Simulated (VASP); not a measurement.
# SiO2 (Immm) in VASP: further runs

Runs on SiO2. Level: PBE. Tasks: single point, relaxation of cell and atoms.

All numbers are computed with VASP 6.6.1; they aren't measurements. Logs are shortened: lines on timing, memory, paths and dates and some standing lists are left out, and cuts for length are marked.

### 1 The cell of the first run

It takes space group Immm (No. 71, orthorhombic). The conventional cell has a = 3.268 Å, b = 3.739 Å, c = 5.625 Å, α = 90.00°, β = 90.00°, γ = 90.00°. Si (site symmetry mmm) has 2 O at 1.63 Å within 2.2 Å. Within 2.5 Å of O (site symmetry mmm) lie 2 O at 1.87 Å and 4 Si at 2.48 Å. Within 2.2 Å of O (site symmetry mmm) lie 2 Si at 1.63 Å and 2 O at 1.87 Å.

### 2 Single point, PBE

Input file INCAR:

```
PREC     = Accurate       # precision mode
ENCUT    = 520            # plane-wave cutoff, eV
EDIFF    = 1E-6           # SCF threshold, eV
ISMEAR   = 0              # smearing method
SIGMA    = 0.1            # smearing width, eV
LREAL    = False          # projectors in reciprocal space
LASPH    = True           # aspherical terms in the spheres
NELM     = 60             # most SCF steps
ALGO     = Normal         # electronic algorithm
ISIF     = 2              # what is computed and relaxed
LWAVE    = False          # write WAVECAR
LCHARG   = False          # write CHGCAR
GGA      = PE             # functional
NBANDS   = 15             # bands
```

Input file KPOINTS:

```
Automatic mesh
0
Gamma
  8 8 8
```

Input file POSCAR:

```
SiO2
1.0
   -1.6341883300      1.8695538400      2.8123725900
    1.6341883300     -1.8695538400      2.8123725900
    1.6341883300      1.8695538400     -2.8123725900
Si O
1 2
Direct
    0.0000000000      0.5000000000      0.5000000000
    0.5000000000      0.0000000000      0.5000000000
    0.0000000000      0.0000000000      0.0000000000
```

Potentials or basis: VASP PAW PBE potentials, release 64 (Si, O).

Run with:

```sh
$ cat potpaw_PBE.64/Si/POTCAR potpaw_PBE.64/O/POTCAR > POTCAR
$ mpirun -np 1 vasp_std > vasp.out
```

OUTCAR:

```text
PREC = Accurate
   ENCUT = 520
   EDIFF = 1E-6
   ISMEAR = 0
   LREAL = False
   LASPH = True
   NELM = 60
   ISIF = 2
   GGA = PE

 ion  position               nearest neighbor table
   1  0.000  0.500  0.500-   3 1.63   3 1.63   2 2.48   2 2.48   2 2.48   2 2.48
   2  0.500  0.000  0.500-   3 1.87   3 1.87   1 2.48   1 2.48   1 2.48   1 2.48
   3  0.000  0.000  0.000-   1 1.63   1 1.63   2 1.87   2 1.87

  LATTYP: Found a body centered orthorhombic cell.
 ALAT       =     3.2683766600
 B/A-ratio  =     1.1440259398
 C/A-ratio  =     1.7209599031

  Lattice vectors:

 A1 = (  -1.6341883300,   1.8695538400,   2.8123725900)
 A2 = (   1.6341883300,  -1.8695538400,   2.8123725900)
 A3 = (   1.6341883300,   1.8695538400,  -2.8123725900)

Analysis of symmetry for initial positions (statically):
=====================================================================
 Subroutine PRICEL returns:
 Original cell was already a primitive cell.

 Routine SETGRP: Setting up the symmetry group for a
 body centered orthorhombic supercell.

 Subroutine GETGRP returns: Found  8 space group operations
 (whereof  8 operations were pure point group operations)
 out of a pool of  8 trial point group operations.

The static configuration has the point symmetry D_2h.

Analysis of symmetry for dynamics (positions and initial velocities):
=====================================================================
 Subroutine PRICEL returns:
 Original cell was already a primitive cell.

 Routine SETGRP: Setting up the symmetry group for a
 body centered orthorhombic supercell.

 Subroutine GETGRP returns: Found  8 space group operations
 (whereof  8 operations were pure point group operations)
 out of a pool of  8 trial point group operations.

The dynamic configuration has the point symmetry D_2h.

 Subroutine INISYM returns: Found  8 space group operations
 (whereof  8 operations are pure point group operations),
 and found     1 'primitive' translations

----------------------------------------------------------------------------------------

                                     Primitive cell

  volume of cell :      34.3695

  direct lattice vectors                    reciprocal lattice vectors
    -1.634188330  1.869553840  2.812372590     0.000000000  0.267443488  0.177785832
     1.634188330 -1.869553840  2.812372590     0.305962288  0.000000000  0.177785832
     1.634188330  1.869553840 -2.812372590     0.305962288  0.267443488  0.000000000

  length of vectors
     3.751698634  3.751698634  3.751698634     0.321144549  0.353865403  0.406372909

  position of ions in fractional coordinates (direct lattice)
     0.000000000  0.500000000  0.500000000
     0.500000000  0.000000000  0.500000000
     0.000000000  0.000000000  0.000000000

  ion indices of the primitive-cell ions
   primitive index   ion index
                 1           1
                 2           2
                 3           3

----------------------------------------------------------------------------------------

 KPOINTS: Automatic mesh

Automatic generation of k-mesh.
 Grid dimensions read from file:
 generate k-points for:    8    8    8

 Generating k-lattice:

  Cartesian coordinates                     Fractional coordinates (reciprocal lattice)
     0.000000000  0.033430436  0.022223229     0.125000000  0.000000000 -0.000000000
     0.038245286  0.000000000  0.022223229     0.000000000  0.125000000  0.000000000
     0.038245286  0.033430436  0.000000000    -0.000000000  0.000000000  0.125000000

  Length of vectors
     0.040143069  0.044233175  0.050796614

  Shift w.r.t. Gamma in fractional coordinates (k-lattice)
     0.000000000  0.000000000  0.000000000

 Subroutine IBZKPT returns following result:
 ===========================================

 Found     95 irreducible k-points:

 Following reciprocal coordinates:
            Coordinates               Weight
  0.000000  0.000000  0.000000      1.000000
  0.125000  0.000000 -0.000000      4.000000
  0.250000  0.000000 -0.000000      4.000000
  0.375000  0.000000 -0.000000      4.000000
  0.500000  0.000000 -0.000000      2.000000
  0.000000  0.125000  0.000000      4.000000
[... 16 lines left out ...]
  0.125000  0.375000  0.000000      8.000000
  0.250000  0.375000  0.000000      8.000000
 [... further k-points ...]
   k-points           NKPTS =     95   k-points in BZ     NKDIM =     95   number of bands    NBANDS=     15
   number of dos      NEDOS =    301   number of ions     NIONS =      3
   total plane-waves  NPLWV =  21952
   dimension x,y,z NGX =    28 NGY =   28 NGZ =   28
   dimension x,y,z NGXF=    56 NGYF=   56 NGZF=   56
   ions per type =               1   2
   NGX,Y,Z   is equivalent  to a cutoff of  12.41, 12.41, 12.41 a.u.
   NGXF,Y,Z  is equivalent  to a cutoff of  24.81, 24.81, 24.81 a.u.
 SYSTEM =  unknown system
   PREC   = accura    normal or accurate (medium, high low for compatibility)
   ISTART =      0    job   : 0-new  1-cont  2-samecut
   ICHARG =      2    charge: 1-file 2-atom 10-const
   ISPIN  =      1    spin polarized calculation?
   LNONCOLLINEAR =      F non collinear calculations
   LSORBIT =      F    spin-orbit coupling
   LASPH  =      T    aspherical Exc in radial PAW
   ENCUT  =  520.0 eV  38.22 Ry    6.18 a.u.   6.98  6.98  6.98*2*pi/ulx,y,z
   NELM   =     60;   NELMIN=  2; NELMDL= -5     # of ELM steps
   EDIFF  = 0.1E-05   stopping-criterion for ELM
   LREAL  =      F    real-space projection
   EDIFFG = 0.1E-04   stopping-criterion for IOM
   NSW    =      0    number of steps for IOM
   IBRION =     -1    ionic relax: 0-MD 1-quasi-New 2-CG
   NFREE  =      0    steps in history (QN), initial steepest desc. (CG)
   ISIF   =      2    stress and relaxation
   ISYM   =      2    0-nonsym 1-usesym 2-fastsym
   POTIM  = 0.5000    time-step for ionic-motion
   TEBEG  =    0.0;   TEEND  =   0.0 temperature during run
   PSTRESS=    0.0 pullay stress
   NELECT =      16.0000    total number of electrons
   NUPDOWN=      -1.0000    fix difference up-down
   EMIN   =  10.00;   EMAX   =-10.00  energy-range for DOS
   EFERMI =   0.00;   METHOD = LEGACY
   ISMEAR =     0;   SIGMA  =   0.10  broadening in eV -4-tet -1-fermi 0-gaus
   EFERMI_NEDOS =   21; number of points for ismear=-14 and -15
   IALGO  =     38    algorithm
   IMIX   =      4    mixing-type and parameters
     AMIX     =   0.40;   BMIX     =  1.00
     AMIX_MAG =   1.60;   BMIX_MAG =  1.00
  volume/ion in A,a.u.               =      11.46        77.31
  Fermi-wavevector in a.u.,A,eV,Ry     =   1.268792  2.397670 21.903118  1.609834
  Thomas-Fermi vector in A             =   2.401868
   LORBIT       =      0    0 simple, 1 ext, 2 COOP (PROOUT), +10 PAW based schemes
   GGA     = PE    functional components
   LHFCALC =     F    Hartree Fock is set to
   AEXX    =    0.0000 exact exchange contribution
   IVDW    =     0    specifies the selected vdW correction
   LEPSILON=     F    determine dielectric tensor
   LRPA    =     F    only Hartree local field effects (RPA)
 non-spin polarized calculation
 Gauss-broadening in eV      SIGMA  =   0.10
  energy-cutoff  :      520.00
  volume of cell :       34.37
 maximum number of plane-waves:       944
   NGX = 13   NGY = 13   NGZ = 13

 number of electron      16.0000004 magnetization

 Free energy of the ion-electron system (eV)
  ---------------------------------------------------
  ext. energy  EPLUGINS =         0.00000000
  ---------------------------------------------------
  free energy    TOTEN  =       -14.56872580 eV

  energy without entropy =      -14.56383741  energy(sigma->0) =      -14.56628161

 E-fermi :   6.0894     XC(G=0): -10.4579

 val. band max:        6.0879501974   @ k =  -0.2500  -0.3750   0.1250
 cond. band min:       6.1127941861   @ k =  -0.1250   0.3750  -0.0000
 fundamental gap:      0.0248439887
 Fermi energy:         6.0893634483

 k-point     1 :       0.0000    0.0000    0.0000
  band No.  band energies     occupation
      1     -17.4969      2.00000
      2     -10.8940      2.00000
      3      -4.1503      2.00000
      4      -3.3140      2.00000
      5      -0.1289      2.00000
      6       1.9394      2.00000
      7       3.2254      2.00000
      8       3.5832      2.00000
      9       7.9858      0.00000
     10      10.9517      0.00000
     11      11.1161      0.00000
     12      12.7785      0.00000
     13      14.6414      0.00000
     14      14.7415      0.00000
     15      16.6784      0.00000

 k-point     2 :       0.1250    0.0000   -0.0000
  band No.  band energies     occupation
      1     -17.4077      2.00000
      2     -11.1987      2.00000
      3      -4.1383      2.00000
      4      -2.8223      2.00000
      5      -0.2798      2.00000
      6       1.9957      2.00000
      7       3.2731      2.00000
      8       3.4663      2.00000
      9       7.5497      0.00000
     10      10.3760      0.00000
     11      10.7160      0.00000
     12      13.1990      0.00000
     13      14.9835      0.00000
     14      15.2407      0.00000
     15      16.9893      0.00000

 k-point     3 :       0.2500    0.0000   -0.0000
  band No.  band energies     occupation
      1     -17.1692      2.00000
      2     -11.8833      2.00000
      3      -4.1084      2.00000
      4      -1.5720      2.00000
      5      -0.5505      2.00000
      6       1.8175      2.00000
      7       3.1949      2.00000
      8       3.6735      2.00000
      9       6.4023      0.00001
     10       9.2111      0.00000
     11      10.2403      0.00000
     12      13.6024      0.00000
     13      15.6558      0.00000
     14      16.9044      0.00000
     15      17.7962      0.00000
[... 343 lines left out ...]
 k-point    23 :       0.1250    0.3750    0.0000
  band No.  band energies     occupation
      1     -16.8862      2.00000
      2     -11.1209      2.00000
      3      -6.3794      2.00000
      4      -2.7016      2.00000
      5      -0.8278      2.00000
      6       2.0455      2.00000
      7       3.3585      2.00000
      8       6.4088      0.00001
      9       7.3221      0.00000
     10       7.5916      0.00000
     11       8.3789      0.00000
     12      15.1666      0.00000
     13      17.3064      0.00000
     14      17.9032      0.00000
     15      18.8011      0.00000

 k-point    24 :       0.2500    0.3750    0.0000
  band No.  band energies     occupation
      1     -16.6772      2.00000
      2     -11.7776      2.00000
      3      -6.2471      2.00000
      4      -1.4463      2.00000
      5      -0.8743      2.00000
      6       1.4905      2.00000
      7       3.0414      2.00000
      8       6.3334      0.00056
      9       6.9102      0.00000
     10       7.2762      0.00000
     11       9.1057      0.00000
     12      14.0181      0.00000
     13      17.1478      0.00000
     14      18.0233      0.00000
     15      19.8638      0.00000

 [... further k-points ...]
[... 5 lines left out ...]
  --------------------------------------------------------------------------------------
  -------------------------------------------------------------------------------------
  Total        8.6683708      8.2132866     -2.0225820      0.0000000      0.0000000      0.0000000
  in kB      404.0872380    382.8729020    -94.2852558      0.0000000      0.0000000      0.0000000
  external PRESSURE =     230.8916281 kB  Pullay stress =       0.0000000 kB

 VOLUME and BASIS-vectors are now :
 -----------------------------------------------------------------------------
  energy-cutoff  :      520.00
  volume of cell :       34.37
      direct lattice vectors                 reciprocal lattice vectors
    -1.634188330  1.869553840  2.812372590     0.000000000  0.267443488  0.177785832
     1.634188330 -1.869553840  2.812372590     0.305962288  0.000000000  0.177785832
     1.634188330  1.869553840 -2.812372590     0.305962288  0.267443488  0.000000000

 POSITION                                       TOTAL-FORCE (eV/Angst)
 -----------------------------------------------------------------------------------
      1.63419      0.00000      0.00000        -0.000000      0.000000      0.000000
      0.00000      1.86955      0.00000         0.000000     -0.000000      0.000000
      0.00000      0.00000      0.00000        -0.000000      0.000000     -0.000000
 -----------------------------------------------------------------------------------
    total drift:                                0.000000      0.000000     -0.000000

  FREE ENERGIE OF THE ION-ELECTRON SYSTEM (eV)
  ---------------------------------------------------
  free  energy   TOTEN  =       -14.5687258006 eV

  energy  without entropy=      -14.5638374108  energy(sigma->0) =      -14.56628161
```

Wall time 24 s (1 thread of Intel Xeon Platinum 8488C (Sapphire Rapids), shared host); peak memory 0.17 GiB.

What came out:

```
Free energy            : -14.5687 eV
Pressure               : 23.1 GPa
Band gap on the k mesh : zero (band 8 reaches 7.36 eV, above the bottom of band 9 at 4.25 eV)
```

### 3 Relaxation of cell and atoms, PBE

Input file INCAR:

```
PREC = Accurate ; ENCUT = 600
EDIFF = 1E-6 ; ISMEAR = 0
SIGMA = 0.1 ; LREAL = False
LASPH = True ; NELM = 80
ALGO = Normal ; ISIF = 3
LWAVE = False ; LCHARG = False
GGA = PE ; IBRION = 2
NSW = 90 ; EDIFFG = -0.04
```

KPOINTS is that of step 2.

POSCAR is that of step 2.

Potentials or basis: VASP PAW PBE potentials, release 64 (Si, O).

Run with:

```sh
$ cat potpaw_PBE.64/Si/POTCAR potpaw_PBE.64/O/POTCAR > POTCAR
$ mpirun -np 1 vasp_std > vasp.out
```

Wall time 7.6 min (1 thread of Intel Xeon Platinum 8488C (Sapphire Rapids), shared host); peak memory 0.2 GiB.

It converged, with:

| Quantity | Value |
| --- | --- |
| Free energy | -20.0349 eV |
| Relaxed volume | 9.86 Å³/atom |
| Relaxed cell | a = 3.549 Å, b = 3.549 Å, c = 3.549 Å, α = 123.86°, β = 83.53°, γ = 123.75° |
| Space group after relaxing (to 0.05 Å) | I4/mmm (No. 139) |
| Energy gained by relaxing | 1820.3 meV/atom |
| Ionic steps | 20 |
| Pressure after relaxing | -0.1 GPa |

Stress tensor (GPa, compression positive):
```
-0.38  0.00  0.00
 0.00  0.00  0.00
 0.00  0.00 -0.03
```

The path:
```csv
step,energy change (eV),largest force (eV/Å),pressure (GPa),volume (Å³)
1,0.0000,0.0000,22.89,34.37
2,-0.4688,0.0000,-15.62,42.81
3,-0.6365,0.0000,-6.15,39.48
4,-1.0114,0.0000,-8.65,38.07
5,-3.2341,0.0000,-17.17,32.90
6,22.3433,0.0000,584.44,19.25
7,-3.7287,0.0000,-17.43,32.00
8,-4.6846,0.0000,58.43,26.02
9,-5.0264,0.0000,-1.68,29.21
10,-5.1333,0.0000,33.77,26.98
11,-5.2428,0.0000,14.50,28.00
12,-5.2432,0.0000,19.27,27.71
13,-5.2780,0.0000,23.74,27.79
14,-5.2837,0.0000,22.36,27.77
15,-5.3902,0.0000,13.29,28.42
16,-5.4589,0.0000,1.10,29.44
17,-5.4600,0.0000,-0.36,29.58
18,-5.4600,0.0000,-0.72,29.62
19,-5.4605,0.0000,-0.55,29.61
20,-5.4609,0.0000,-0.14,29.59
```

Final structure:
```yaml
crystal:
  lattice:
    - [-1.67006, 2.64728, 1.67311]
    - [1.67006, -2.64728, 1.67311]
    - [1.67006, 2.64728, -1.67311]
  atoms:
    - { symbol: Si, position: [0.00000, 0.50000, 0.50000] }
    - { symbol: O, position: [0.50000, 0.00000, 0.50000] }
    - { symbol: O, position: [0.00000, 0.00000, 0.00000] }
```

Levels at points of the mesh, in eV from the Fermi level:
| k point | band 4 | band 5 | band 6 | band 7 | band 8 | band 9 | band 10 | band 11 | band 12 |
| --- | --- | --- | --- | --- | --- | --- | --- | --- | --- |
| (0.00, 0.00, 0.00) | -8.50 | -3.76 | -3.66 | -1.95 | -1.94 | 0.09 | 6.17 | 8.25 | 8.28 |
| (0.50, 0.00, 0.00) | -8.16 | -5.15 | -4.32 | -3.49 | -3.39 | 3.95 | 4.16 | 11.67 | 12.47 |
| (0.00, 0.50, 0.00) | -6.68 | -5.60 | -4.67 | -2.33 | -0.16 | 0.59 | 5.76 | 8.62 | 11.63 |
| (0.50, 0.50, 0.00) | -8.14 | -5.12 | -4.34 | -3.53 | -3.37 | 3.95 | 4.15 | 11.66 | 12.77 |
| (0.50, 0.50, 0.50) | -9.08 | -8.61 | -1.82 | -1.81 | -1.29 | 1.11 | 6.20 | 11.89 | 13.53 |

### 4 Single point, PBE, collinear spin, ferromagnetic start

Input file INCAR:

```
SYSTEM = SiO2
ALGO     = Normal         ! electronic algorithm
EDIFF    = 1E-6           ! SCF threshold, eV
ENCUT    = 520            ! plane-wave cutoff, eV
GGA      = PE             ! functional
ISIF     = 2              ! what is computed and relaxed
ISMEAR   = 0              ! smearing method
ISPIN    = 2              ! spin polarisation
LASPH    = .True.         ! aspherical terms in the spheres
LCHARG   = .False.        ! write CHGCAR
LORBIT   = 11             ! projections on sites
LREAL    = .False.        ! projectors in reciprocal space
LWAVE    = .False.        ! write WAVECAR
MAGMOM   = 0 1 1          ! initial moments
NBANDS   = 19             ! bands
NELM     = 150            ! most SCF steps
PREC     = Accurate       ! precision mode
SIGMA    = 0.1            ! smearing width, eV
```

Input file KPOINTS:

```
k-points
0
Gamma
  8 8 8
  0 0 0
```

POSCAR is that of step 3.

Run with:

```sh
$ cat potpaw_PBE.64/Si/POTCAR potpaw_PBE.64/O/POTCAR > POTCAR
$ mpirun -np 1 vasp_std > vasp.out
```

Wall time 59 s (1 thread of Intel Xeon 6975P-C (Granite Rapids), shared host); peak memory 0.21 GiB.

Results (log left out):

- Free energy: -14.5687 eV
- Pressure: 23.1 GPa
- Band gap on the k mesh: zero (filled and empty bands overlap)
- Net moment: 0.00 μB per cell
- Valence electrons inside the program's atomic spheres: Si 1.48; O 4.81, 5.15

Stress tensor (GPa, compression positive):
```
40.41  0.00  0.00
 0.00 38.29  0.00
 0.00  0.00 -9.43
```

Levels at points of the mesh, in eV from the Fermi level:
Spin up:
| k point | band 4 | band 5 | band 6 | band 7 | band 8 | band 9 | band 10 | band 11 | band 12 | band 13 |
| --- | --- | --- | --- | --- | --- | --- | --- | --- | --- | --- |
| (0.00, 0.00, 0.00) | -9.40 | -6.22 | -4.15 | -2.86 | -2.51 | 1.90 | 4.86 | 5.03 | 6.69 | 8.55 |
| (0.50, 0.00, 0.00) | -6.92 | -4.86 | -4.83 | -3.26 | -2.76 | -0.97 | 1.62 | 3.76 | 7.60 | 10.91 |
| (0.00, 0.50, 0.00) | -9.24 | -6.84 | -3.93 | -2.50 | -0.06 | 1.43 | 1.92 | 2.01 | 9.96 | 11.01 |
| (0.50, 0.50, 0.00) | -6.26 | -5.79 | -4.57 | -3.95 | -2.51 | 0.83 | 2.12 | 3.74 | 7.13 | 10.20 |
| (0.50, 0.50, 0.50) | -9.83 | -8.79 | -2.82 | -2.52 | -2.12 | 1.93 | 3.65 | 4.10 | 8.14 | 12.00 |
Spin down:
| k point | band 6 | band 7 | band 8 | band 9 | band 10 | band 11 |
| --- | --- | --- | --- | --- | --- | --- |
| (0.00, 0.00, 0.00) | -4.15 | -2.86 | -2.51 | 1.90 | 4.86 | 5.03 |
| (0.50, 0.00, 0.00) | -4.83 | -3.26 | -2.76 | -0.97 | 1.62 | 3.76 |
| (0.00, 0.50, 0.00) | -3.93 | -2.50 | -0.06 | 1.43 | 1.92 | 2.01 |
| (0.50, 0.50, 0.00) | -4.57 | -3.95 | -2.51 | 0.83 | 2.12 | 3.74 |
| (0.50, 0.50, 0.50) | -2.82 | -2.52 | -2.12 | 1.93 | 3.65 | 4.10 |

(Continued in part 2 of 2.)
